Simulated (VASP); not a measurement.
A run of VASP 6.6.1:

The input INCAR:

```
SYSTEM = MgO
  ALGO = Normal
  EDIFF = 1E-6
  ENCUT = 840
  GGA = PE
  GGA_COMPAT = .False.
  ISIF = 2
  ISMEAR = -1
  LASPH = .True.
  LCHARG = .False.
  LREAL = .False.
  LWAVE = .False.
  NBANDS = 15
  NELM = 120
  PREC = Accurate
  SIGMA = 0.02
```

The input KPOINTS:

```
k-points
0
Gamma
  10 10 10
  0 0 0
```

POSCAR

```
MgO
1.0
    2.6233491278      0.0400060742      0.0000000000
    0.0400060742      2.6233491278      0.0000000000
    0.0000000000      0.0000000000      2.6233491278
Mg O
1 1
Direct
    0.0000000000      0.0000000000      0.0000000000
    0.5000000000      0.5000000000      0.5000000000
```

Potentials or basis: VASP PAW PBE potentials, release 64 (Mg_sv, O).

Command:

```bash
$ cat potpaw_PBE.64/Mg_sv/POTCAR potpaw_PBE.64/O/POTCAR > POTCAR
$ mpirun -np 1 vasp_std > vasp.out
```

Hardware: 1 thread of Intel(R) Xeon(R) Platinum 8259CL CPU @ 2.50GHz (Skylake/Cascade Lake) (shared host).

**Question.** Estimate the wall time of this run.

**Answer.** It took 2.3 min on 1 thread of Intel(R) Xeon(R) Platinum 8259CL CPU @ 2.50GHz (Skylake/Cascade Lake), on a shared host, peak memory 0.22 GiB. Counts: scf iterations 12, k points 186.
